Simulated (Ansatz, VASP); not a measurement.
**Ti3Al in VASP and in Ansatz**

POSCAR

```
Ti3Al
1.0
    5.7639998149      0.0000000000      0.0000000000
   -2.8819999075      4.9917702671      0.0000000000
    0.0000000000      0.0000000000      4.6640000000
Ti Al
6 2
Direct
    0.8301870636      0.1698129364      0.2500000000
    0.6603741271      0.8301870636      0.7500000000
    0.8301870636      0.6603741271      0.2500000000
    0.1698129364      0.8301870636      0.7500000000
    0.3396258729      0.1698129364      0.2500000000
    0.1698129364      0.3396258729      0.7500000000
    0.3333333333      0.6666666667      0.2500000000
    0.6666666667      0.3333333333      0.7500000000
```

File INCAR.step1:

```
PREC = Accurate ; ENCUT = 520
ISMEAR = -1 ; SIGMA = 0.05
LREAL = False ; LASPH = True
NELM = 60 ; NBANDS = 49
GGA = PE ; ALGO = Normal
EDIFF = 1E-4 ; LWAVE = True
LCHARG = False
```

Contents of INCAR.step2:

```
PREC = Accurate ; ENCUT = 520
EDIFF = 1E-8 ; ISMEAR = -1
SIGMA = 0.05 ; LREAL = False
LASPH = True ; NELM = 60
ALGO = Normal ; ISIF = 2
LWAVE = False ; LCHARG = False
METAGGA = R2SCAN ; LMIXTAU = True
LEFG = True ; NBANDS = 49
ISTART = 1
```

File KPOINTS:

```
regular mesh
0
Gamma
  7 7 7
```

Input for Ansatz:

```yaml
crystal:
  lattice:
    - [5.7639998149, 0.0, 0.0]
    - [-2.8819999075, 4.9917702671, 0.0]
    - [0.0, 0.0, 4.664]
  atoms:
    - { symbol: Ti, position: [0.8301870636, 0.1698129364, 0.25] }
    - { symbol: Ti, position: [0.6603741271, 0.8301870636, 0.75] }
    - { symbol: Ti, position: [0.8301870636, 0.6603741271, 0.25] }
    - { symbol: Ti, position: [0.1698129364, 0.8301870636, 0.75] }
    - { symbol: Ti, position: [0.3396258729, 0.1698129364, 0.25] }
    - { symbol: Ti, position: [0.1698129364, 0.3396258729, 0.75] }
    - { symbol: Al, position: [0.3333333333, 0.6666666667, 0.25] }
    - { symbol: Al, position: [0.6666666667, 0.3333333333, 0.75] }
kpoints:
  mp_grid: { grid: [7, 7, 7] }
scf:
  occupations: { method: fermi_dirac, width: 0.05 }
hamiltonian:
  xc: r2scan
  pseudopotentials: { kind: paw }
output:
  forces: true
  stress: true
  populations: true
  efg:
    quadrupole_moments_barn: { Ti: 0.247, Al: 0.1466 }
    contact_densities: true
```

Alike in both runs: task electric field gradients; functional r2SCAN; k mesh 7 × 7 × 7; occupations fermi-dirac, width 0.05 eV; no spin polarisation.

```csv
,VASP,Ansatz
version,VASP 6.6.1,Ansatz 0.2.0
potentials or method,"VASP PAW PBE potentials, release 64 (Ti_sv, Al)","plane-wave PAW, scalar-relativistic"
plane-wave cutoff (eV),520,500
valence electrons in the cell,78,78
```

```tsv
	VASP	Ansatz	Ansatz less VASP
pressure (GPa)	-1.3	-1.5	-0.26
traceless stress, the component that is largest in VASP (GPa)	-0.56	-0.54	+0.013
rms of the force components (eV/Å)	0.024	0.024	-0.0003
size of Vzz on the site where it differs most (V/Å²)	18.5	19.9	+1.37
```

VASP's potentials were made for PBE, not for r2SCAN. Atom by atom the forces differ by 0.000 eV/Å (rms over components).
